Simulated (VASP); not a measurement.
# MgO in VASP: settings compared

Aim: see how the results for MgO move with the level of theory and the settings. Levels: PBE, r2SCAN. Tasks: single point.

Everything below comes from runs of VASP 6.6.1. Logs are shortened: lines on timing, memory, paths and dates and some standing lists are left out, and cuts for length are marked.

## Step 1: The cell of the first run

It takes space group Pm-3m (No. 221, cubic). The conventional cell has a = 2.781 Å, b = 2.781 Å, c = 2.781 Å, α = 90.00°, β = 90.00°, γ = 90.00°. Within 3.2 Å of Mg (site symmetry m-3m) lie 8 O at 2.41 Å and 6 Mg at 2.78 Å. O (site symmetry m-3m) has 8 Mg at 2.41 Å and 6 O at 2.78 Å within 3.2 Å.

## Step 2: Single point, PBE (strain +6.0%)

INCAR reads:

```
PREC = Accurate
ENCUT = 520
EDIFF = 1E-6
ISMEAR = -1
SIGMA = 0.02
LREAL = F
LASPH = T
NELM = 80
ALGO = Normal
ISIF = 2
LWAVE = F
LCHARG = F
GGA = PE
NBANDS = 11
```

KPOINTS reads:

```
regular mesh
0
Gamma
  10 10 10
```

POSCAR reads:

```
MgO
1.0
    2.7807500762      0.0000000000      0.0000000000
    0.0000000000      2.7807500762      0.0000000000
    0.0000000000      0.0000000000      2.7807500762
Mg O
1 1
Direct
    0.0000000000      0.0000000000      0.0000000000
    0.5000000000      0.5000000000      0.5000000000
```

Potentials or basis: VASP PAW PBE potentials, release 64 (Mg, O).

Command:

```bash
> cat potpaw_PBE.64/Mg/POTCAR potpaw_PBE.64/O/POTCAR > POTCAR
> mpirun -np 1 vasp_std > vasp.out
```

OUTCAR:

```text
PREC = Accurate
   ENCUT = 520
   EDIFF = 1E-6
   ISMEAR = -1
   LREAL = F
   LASPH = T
   NELM = 80
   ISIF = 2
   GGA = PE

 ion  position               nearest neighbor table
   1  0.000  0.000  0.000-   2 2.41   2 2.41   2 2.41   2 2.41   2 2.41   2 2.41   2 2.41   2 2.41

   2  0.500  0.500  0.500-   1 2.41   1 2.41   1 2.41   1 2.41   1 2.41   1 2.41   1 2.41   1 2.41

  LATTYP: Found a simple cubic cell.
 ALAT       =     2.7807500762

  Lattice vectors:

 A1 = (   2.7807500762,   0.0000000000,   0.0000000000)
 A2 = (   0.0000000000,   2.7807500762,   0.0000000000)
 A3 = (   0.0000000000,   0.0000000000,   2.7807500762)

Analysis of symmetry for initial positions (statically):
=====================================================================
 Subroutine PRICEL returns:
 Original cell was already a primitive cell.

 Routine SETGRP: Setting up the symmetry group for a
 simple cubic supercell.

 Subroutine GETGRP returns: Found 48 space group operations
 (whereof 48 operations were pure point group operations)
 out of a pool of 48 trial point group operations.

The static configuration has the point symmetry O_h .

Analysis of symmetry for dynamics (positions and initial velocities):
=====================================================================
 Subroutine PRICEL returns:
 Original cell was already a primitive cell.

 Routine SETGRP: Setting up the symmetry group for a
 simple cubic supercell.

 Subroutine GETGRP returns: Found 48 space group operations
 (whereof 48 operations were pure point group operations)
 out of a pool of 48 trial point group operations.

The dynamic configuration has the point symmetry O_h .

 Subroutine INISYM returns: Found 48 space group operations
 (whereof 48 operations are pure point group operations),
 and found     1 'primitive' translations

----------------------------------------------------------------------------------------

                                     Primitive cell

  volume of cell :      21.5023

  direct lattice vectors                    reciprocal lattice vectors
     2.780750076  0.000000000  0.000000000     0.359615202  0.000000000  0.000000000
     0.000000000  2.780750076  0.000000000     0.000000000  0.359615202  0.000000000
     0.000000000  0.000000000  2.780750076     0.000000000  0.000000000  0.359615202

  length of vectors
     2.780750076  2.780750076  2.780750076     0.359615202  0.359615202  0.359615202

  position of ions in fractional coordinates (direct lattice)
     0.000000000  0.000000000  0.000000000
     0.500000000  0.500000000  0.500000000

  ion indices of the primitive-cell ions
   primitive index   ion index
                 1           1
                 2           2

----------------------------------------------------------------------------------------

 KPOINTS: regular mesh

Automatic generation of k-mesh.
 Grid dimensions read from file:
 generate k-points for:   10   10   10

 Generating k-lattice:

  Cartesian coordinates                     Fractional coordinates (reciprocal lattice)
     0.035961520  0.000000000  0.000000000     0.100000000  0.000000000  0.000000000
     0.000000000  0.035961520  0.000000000     0.000000000  0.100000000  0.000000000
     0.000000000  0.000000000  0.035961520     0.000000000  0.000000000  0.100000000

  Length of vectors
     0.035961520  0.035961520  0.035961520

  Shift w.r.t. Gamma in fractional coordinates (k-lattice)
     0.000000000  0.000000000  0.000000000

 Subroutine IBZKPT returns following result:
 ===========================================

 Found     56 irreducible k-points:

 Following reciprocal coordinates:
            Coordinates               Weight
  0.000000  0.000000  0.000000      1.000000
  0.100000  0.000000  0.000000      6.000000
  0.200000  0.000000  0.000000      6.000000
  0.300000  0.000000  0.000000      6.000000
  0.400000  0.000000  0.000000      6.000000
  0.500000  0.000000  0.000000      3.000000
[... 16 lines left out ...]
  0.200000  0.100000  0.100000     24.000000
  0.300000  0.100000  0.100000     24.000000
 [... further k-points ...]
   k-points           NKPTS =     56   k-points in BZ     NKDIM =     56   number of bands    NBANDS=     11
   number of dos      NEDOS =    301   number of ions     NIONS =      2
   total plane-waves  NPLWV =  13824
   dimension x,y,z NGX =    24 NGY =   24 NGZ =   24
   dimension x,y,z NGXF=    48 NGYF=   48 NGZF=   48
   ions per type =               1   1
   NGX,Y,Z   is equivalent  to a cutoff of  14.35, 14.35, 14.35 a.u.
   NGXF,Y,Z  is equivalent  to a cutoff of  28.70, 28.70, 28.70 a.u.
 SYSTEM =  unknown system
   PREC   = accura    normal or accurate (medium, high low for compatibility)
   ISTART =      0    job   : 0-new  1-cont  2-samecut
   ICHARG =      2    charge: 1-file 2-atom 10-const
   ISPIN  =      1    spin polarized calculation?
   LNONCOLLINEAR =      F non collinear calculations
   LSORBIT =      F    spin-orbit coupling
   LASPH  =      T    aspherical Exc in radial PAW
   ENCUT  =  520.0 eV  38.22 Ry    6.18 a.u.   5.17  5.17  5.17*2*pi/ulx,y,z
   NELM   =     80;   NELMIN=  2; NELMDL= -5     # of ELM steps
   EDIFF  = 0.1E-05   stopping-criterion for ELM
   LREAL  =      F    real-space projection
   EDIFFG = 0.1E-04   stopping-criterion for IOM
   NSW    =      0    number of steps for IOM
   IBRION =     -1    ionic relax: 0-MD 1-quasi-New 2-CG
   NFREE  =      0    steps in history (QN), initial steepest desc. (CG)
   ISIF   =      2    stress and relaxation
   ISYM   =      2    0-nonsym 1-usesym 2-fastsym
   POTIM  = 0.5000    time-step for ionic-motion
   TEBEG  =    0.0;   TEEND  =   0.0 temperature during run
   PSTRESS=    0.0 pullay stress
   NELECT =       8.0000    total number of electrons
   NUPDOWN=      -1.0000    fix difference up-down
   EMIN   =  10.00;   EMAX   =-10.00  energy-range for DOS
   EFERMI =   0.00;   METHOD = LEGACY
   ISMEAR =    -1;   SIGMA  =   0.02  broadening in eV -4-tet -1-fermi 0-gaus
   EFERMI_NEDOS =   21; number of points for ismear=-14 and -15
   IALGO  =     38    algorithm
   IMIX   =      4    mixing-type and parameters
     AMIX     =   0.40;   BMIX     =  1.00
     AMIX_MAG =   1.60;   BMIX_MAG =  1.00
  volume/ion in A,a.u.               =      10.75        72.55
  Fermi-wavevector in a.u.,A,eV,Ry     =   1.177451  2.225060 18.862995  1.386391
  Thomas-Fermi vector in A             =   2.313797
   LORBIT       =      0    0 simple, 1 ext, 2 COOP (PROOUT), +10 PAW based schemes
   GGA     = PE    functional components
   LHFCALC =     F    Hartree Fock is set to
   AEXX    =    0.0000 exact exchange contribution
   IVDW    =     0    specifies the selected vdW correction
   LEPSILON=     F    determine dielectric tensor
   LRPA    =     F    only Hartree local field effects (RPA)
 non-spin polarized calculation
  energy-cutoff  :      520.00
  volume of cell :       21.50
 maximum number of plane-waves:       588
 NGX is ok and might be reduce to    24
   NGX = 11   NGY = 11   NGZ = 11

 number of electron       8.0000000 magnetization

 Free energy of the ion-electron system (eV)
  ---------------------------------------------------
  ext. energy  EPLUGINS =         0.00000000
  ---------------------------------------------------
  free energy    TOTEN  =       -10.26068835 eV

  energy without entropy =      -10.26068835  energy(sigma->0) =      -10.26068835

 E-fermi :   4.1012     XC(G=0): -10.5665

 val. band max:        3.6223494523   @ k =   0.5000   0.5000   0.0000
 cond. band min:       4.8274696785   @ k =   0.0000   0.0000   0.0000
 fundamental gap:      1.2051202262
 Fermi energy:         4.1012183555

 k-point     1 :       0.0000    0.0000    0.0000
  band No.  band energies     occupation
      1     -13.8876      2.00000
      2       2.7863      2.00000
      3       2.7863      2.00000
      4       2.7863      2.00000
      5       4.8275      0.00000
      6      13.7171      0.00000
      7      13.7171      0.00000
      8      21.4043      0.00000
      9      21.4043      0.00000
     10      21.4043      0.00000
     11      28.9993      0.00000

 k-point     2 :       0.1000    0.0000    0.0000
  band No.  band energies     occupation
      1     -13.8136      2.00000
      2       1.9487      2.00000
      3       2.8221      2.00000
      4       2.8221      2.00000
      5       5.5164      0.00000
      6      13.7490      0.00000
      7      13.9019      0.00000
      8      21.2934      0.00000
      9      21.2934      0.00000
     10      21.6661      0.00000
     11      28.1221      0.00000

 k-point     3 :       0.2000    0.0000    0.0000
  band No.  band energies     occupation
      1     -13.6114      2.00000
      2       0.5521      2.00000
      3       2.9179      2.00000
      4       2.9179      2.00000
      5       6.6037      0.00000
      6      13.5851      0.00000
      7      14.4516      0.00000
      8      20.9653      0.00000
      9      20.9653      0.00000
     10      22.6737      0.00000
     11      26.4277      0.00000

 k-point     4 :       0.3000    0.0000    0.0000
  band No.  band energies     occupation
      1     -13.3411      2.00000
      2      -0.7296      2.00000
      3       3.0401      2.00000
      4       3.0401      2.00000
      5       7.7038      0.00000
      6      12.9484      0.00000
      7      15.3440      0.00000
      8      20.4909      0.00000
      9      20.4909      0.00000
     10      23.6252      0.00000
     11      24.5973      0.00000
[... 239 lines left out ...]
 k-point    22 :       0.1000    0.1000    0.1000
  band No.  band energies     occupation
      1     -13.6699      2.00000
      2       1.5717      2.00000
      3       2.4308      2.00000
      4       2.4308      2.00000
      5       6.5567      0.00000
      6      13.9855      0.00000
      7      13.9855      0.00000
      8      20.1011      0.00000
      9      22.1945      0.00000
     10      22.1945      0.00000
     11      26.1046      0.00000

 k-point    23 :       0.2000    0.1000    0.1000
  band No.  band energies     occupation
      1     -13.4753      2.00000
      2       0.6247      2.00000
      3       2.2780      2.00000
      4       2.5536      2.00000
      5       7.4646      0.00000
      6      13.7873      0.00000
      7      14.3087      0.00000
      8      19.6363      0.00000
      9      21.7389      0.00000
     10      23.6322      0.00000
     11      24.4690      0.00000

 k-point    24 :       0.3000    0.1000    0.1000
  band No.  band energies     occupation
      1     -13.2161      2.00000
      2      -0.5438      2.00000
      3       2.4334      2.00000
      4       2.7119      2.00000
      5       8.4370      0.00000
      6      13.0350      0.00000
      7      14.7600      0.00000
      8      19.6455      0.00000
      9      20.9566      0.00000
     10      23.4186      0.00000
     11      24.0319      0.00000

 [... further k-points ...]
[... 5 lines left out ...]
  --------------------------------------------------------------------------------------
  -------------------------------------------------------------------------------------
  Total       -1.9647594     -1.9647594     -1.9647594     -0.0000000     -0.0000000      0.0000000
  in kB     -146.3976408   -146.3976408   -146.3976408     -0.0000000     -0.0000000      0.0000000
  external PRESSURE =    -146.3976408 kB  Pullay stress =       0.0000000 kB

 VOLUME and BASIS-vectors are now :
 -----------------------------------------------------------------------------
  energy-cutoff  :      520.00
  volume of cell :       21.50
      direct lattice vectors                 reciprocal lattice vectors
     2.780750076  0.000000000  0.000000000     0.359615202  0.000000000  0.000000000
     0.000000000  2.780750076  0.000000000     0.000000000  0.359615202  0.000000000
     0.000000000  0.000000000  2.780750076     0.000000000  0.000000000  0.359615202

 POSITION                                       TOTAL-FORCE (eV/Angst)
 -----------------------------------------------------------------------------------
      0.00000      0.00000      0.00000         0.000000      0.000000      0.000000
      1.39038      1.39038      1.39038         0.000000      0.000000      0.000000
 -----------------------------------------------------------------------------------
    total drift:                                0.000000     -0.000000     -0.000000

  FREE ENERGIE OF THE ION-ELECTRON SYSTEM (eV)
  ---------------------------------------------------
  free  energy   TOTEN  =       -10.2606883485 eV

  energy  without entropy=      -10.2606883485  energy(sigma->0) =      -10.26068835
```

Wall time 7.6 s (1 thread of Intel Xeon Platinum 8259CL at 2.50GHz (Skylake/Cascade Lake), shared host); peak memory 0.14 GiB.

Results:

```yaml
Free_energy: -10.2607 eV
Pressure: -14.6 GPa
Band_gap_on_the_k_mesh: 1.21 eV, indirect (least direct gap 2.04 eV)
```

Levels at points of the mesh, in eV from the valence-band top:
| k point | band 1 | band 2 | band 3 | band 4 | band 5 | band 6 | band 7 | band 8 | band 9 |
| --- | --- | --- | --- | --- | --- | --- | --- | --- | --- |
| (0.00, 0.00, 0.00) | -17.51 | -0.84 | -0.84 | -0.84 | 1.21 | 10.09 | 10.09 | 17.78 | 17.78 |
| (0.50, 0.00, 0.00) | -16.63 | -5.57 | -0.44 | -0.44 | 5.76 | 7.79 | 13.64 | 16.27 | 16.27 |
| (0.50, 0.50, 0.00) | -15.99 | -3.94 | -3.94 | 0.00 | 4.33 | 10.53 | 10.53 | 12.10 | 18.08 |
| (0.50, 0.50, 0.50) | -15.41 | -2.92 | -2.92 | -2.92 | 6.81 | 6.81 | 6.81 | 13.51 | 16.84 |

Caveat: the cell differs from its parent crystal (strain +6.0%).

## Step 3: Single point, r2SCAN (strain +6.0%)

POSCAR is that of step 2.

INCAR.step1 reads:

```
ALGO = Normal
EDIFF = 1E-4
ENCUT = 520
GGA = PE
ISMEAR = 0
LASPH = True
LCHARG = False
LREAL = False
LWAVE = True
NBANDS = 11
NELM = 80
PREC = Accurate
SIGMA = 0.01
```

INCAR.step2 reads:

```
ALGO = Normal
EDIFF = 1E-6
ENCUT = 520
ISIF = 2
ISMEAR = 0
ISTART = 1
LASPH = True
LCHARG = False
LMIXTAU = True
LREAL = False
LWAVE = False
METAGGA = R2SCAN
NBANDS = 11
NELM = 80
PREC = Accurate
SIGMA = 0.01
```

KPOINTS reads:

```
k-points
0
Gamma
  10 10 10
```

Potentials or basis: VASP PAW PBE potentials, release 64 (Mg, O).

Command:

```bash
> cat potpaw_PBE.64/Mg/POTCAR potpaw_PBE.64/O/POTCAR > POTCAR
> cp INCAR.step1 INCAR
> mpirun -np 1 vasp_std > vasp.out
> cp INCAR.step2 INCAR
> mpirun -np 1 vasp_std > vasp.out
```

It took 30 s on 1 thread of Intel Xeon Platinum 8259CL at 2.50GHz (Skylake/Cascade Lake), shared host; peak memory 0.15 GiB.

It converged, with:

| Property | Result |
| --- | --- |
| Free energy | -14.2690 eV |
| Pressure | -20.1 GPa |
| Band gap on the k mesh | 1.96 eV, indirect (least direct gap 2.83 eV) |

Levels at points of the mesh, in eV from the valence-band top:
```csv
k point,band 1,band 2,band 3,band 4,band 5,band 6,band 7,band 8
"(0.00, 0.00, 0.00)",-18.50,-0.87,-0.87,-0.87,1.96,11.03,11.03,19.06
"(0.50, 0.00, 0.00)",-17.64,-5.59,-0.46,-0.46,6.57,8.77,14.74,17.28
"(0.50, 0.50, 0.00)",-17.00,-4.02,-4.02,0.00,5.17,11.59,11.59,13.03
"(0.50, 0.50, 0.50)",-16.41,-3.02,-3.02,-3.02,7.62,7.62,7.62,14.81
```

Caveat: the cell differs from its parent crystal (strain +6.0%); the PAW data sets were made with another functional, which shifts forces and pressure a little.

## Step 4: Single point, PBE (strain along [111] +1.6%)

INCAR reads:

```
PREC = Accurate
ENCUT = 520
EDIFF = 1E-7
ISMEAR = -1
SIGMA = 0.02
LREAL = False
LASPH = True
NELM = 100
ALGO = Normal
ISIF = 2
LWAVE = False
LCHARG = True
GGA = PE
LELF = True
LVHAR = True
NBANDS = 11
```

KPOINTS reads:

```
Automatic mesh
0
Gamma
  10 10 10
```

POSCAR reads:

```
MgO
1.0
    2.6376026588      0.0142535303      0.0142535303
    0.0142535303      2.6376026588      0.0142535303
    0.0142535303      0.0142535303      2.6376026588
Mg O
1 1
Direct
    0.0000000000      0.0000000000      0.0000000000
    0.5000000000      0.5000000000      0.5000000000
```

Command:

```bash
> cat potpaw_PBE.64/Mg/POTCAR potpaw_PBE.64/O/POTCAR > POTCAR
> mpirun -np 1 vasp_std > vasp.out
```

Wall time 14 s (1 thread of Intel Xeon Platinum 8259CL at 2.50GHz (Skylake/Cascade Lake), shared host); peak memory 0.14 GiB.

Results (log left out):

| Property | Result |
| --- | --- |
| Free energy | -10.3983 eV |
| Pressure | 3.0 GPa |
| Band gap on the k mesh | 2.47 eV, indirect (least direct gap 3.42 eV) |

Stress tensor (GPa, compression positive):
```
2.97 0.64 0.64
0.64 2.97 0.64
0.64 0.64 2.97
```

Levels at points of the mesh, in eV from the valence-band top:
```tsv
k point	band 2	band 3	band 4	band 5	band 6	band 7
(0.00, 0.00, 0.00)	-1.03	-1.03	-0.94	2.47	10.45	10.45
(0.50, 0.00, 0.00)	-6.47	-0.59	-0.52	6.97	9.38	14.53
(0.50, 0.50, 0.00)	-4.71	-4.64	0.00	4.93	12.03	12.22
(0.50, 0.50, 0.50)	-3.63	-3.58	-3.58	7.26	7.58	7.58
```

Caveat: the cell differs from its parent crystal (strain along [111] +1.6%). A k mesh can miss the band edges.

## Step 5: The runs side by side

```tsv
level	cell	smearing	gap on the mesh (eV)	pressure (GPa)
PBE	a = 2.781 Å, 2 atoms	fermi-dirac 0.02 eV	1.21	-14.6
r2SCAN	a = 2.781 Å, 2 atoms	gaussian 0.01 eV	1.96	-20.1
PBE	a = 2.638 Å, angles 89.4°, 2 atoms	fermi-dirac 0.02 eV	2.47	3.0
```

Alike in all rows: task single point; potentials or basis VASP PAW PBE potentials, release 64 (Mg, O); no spin polarisation; k mesh 10 × 10 × 10; cutoff (eV) 520.

Caveats: the PAW data sets were made with another functional, which shifts forces and pressure a little (some runs).

Total energies depend on the potentials used, so only differences within one code and one set of settings carry meaning.
